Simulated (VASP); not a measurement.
Crystal: TiO2.

```
CELL_PARAMETERS angstrom
5.58222 0.00000 0.00000
-2.79111 4.83435 0.00000
0.00000 0.00000 6.08247
ATOMIC_POSITIONS crystal
Ti 0.46694 0.00000 0.33333
Ti 0.00000 0.46694 0.66667
Ti 0.53306 0.53306 0.00000
O 0.58107 0.85143 0.12066
O 0.72963 0.14857 0.54600
O 0.27037 0.41893 0.78733
O 0.85143 0.58107 0.87934
O 0.14857 0.72963 0.45400
O 0.41893 0.27037 0.21267
```

Base run:

```yaml
Program: VASP 6.6.1
Functional: revPBE
Potentials_or_basis: VASP PAW PBE potentials, release 64 (Ti_sv, O)
Cutoff: 520 eV
k_mesh: 6 × 6 × 5
Occupations: fermi-dirac, width 0.05 eV
Spin: no spin polarisation
```

Its results: band gap on the k mesh 3.63 eV (least direct gap 3.64 eV); pressure 3.7 GPa; largest force 0.184 eV/Å.

Question: The run is repeated on the same cell with these changes: functional from revPBE to r2SCAN. What comes out?

Answer: Band gap on the k mesh 4.08 eV (least direct gap 4.09 eV); pressure -0.3 GPa; largest force 0.019 eV/Å.

Caveats: the PAW data sets were made with another functional, which shifts forces and pressure a little; the cell stands under pressure (at least some runs).

A k mesh can miss the band edges.
